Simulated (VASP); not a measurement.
The system is SiC2.

```
CELL_PARAMETERS angstrom
2.56050 0.00000 0.00000
-1.28025 2.21746 0.00000
0.00000 0.00000 8.91834
ATOMIC_POSITIONS crystal
Si 0.33333 0.66667 0.75000
Si 0.66667 0.33333 0.25000
C 0.33333 0.66667 0.97611
C 0.33333 0.66667 0.52389
C 0.66667 0.33333 0.47611
C 0.66667 0.33333 0.02389
```

- Program: VASP 6.6.1
- Task: relaxation of cell and atoms
- Functional: PBE
- Potentials or basis: VASP PAW PBE potentials, release 64 (Si, C)
- Cutoff: 600 eV
- k mesh: 18 × 18 × 4
- Occupations: gaussian, width 0.1 eV
- Spin: no spin polarisation

At the start: pressure -1.4 GPa; volume 8.44 Å³/atom.

Q: How do energy, volume and symmetry change on relaxing?

A: Over 5 steps the energy falls by 2.6 meV/atom and the volume is 8.41 Å³/atom (-0.3 %); space group P6_3/mmc (No. 194, to 0.05 Å).

Step by step:
```csv
step,energy change (eV),largest force (eV/Å),pressure (GPa),volume (Å³)
1,0.0000,0.0148,-1.38,50.64
2,-0.0049,0.1397,2.45,50.09
3,-0.0148,0.0879,0.62,50.34
4,-0.0155,0.0386,-0.17,50.53
5,-0.0157,0.0034,0.04,50.48
```

Final structure:
```
Si C
1.0
     2.54532    0.00000    0.00000
    -1.27266    2.20432    0.00000
     0.00000    0.00000    8.99673
Si C
2 4
Direct
  0.33333 0.66667 0.75000
  0.66667 0.33333 0.25000
  0.33333 0.66667 0.97647
  0.33333 0.66667 0.52353
  0.66667 0.33333 0.47647
  0.66667 0.33333 0.02353
```
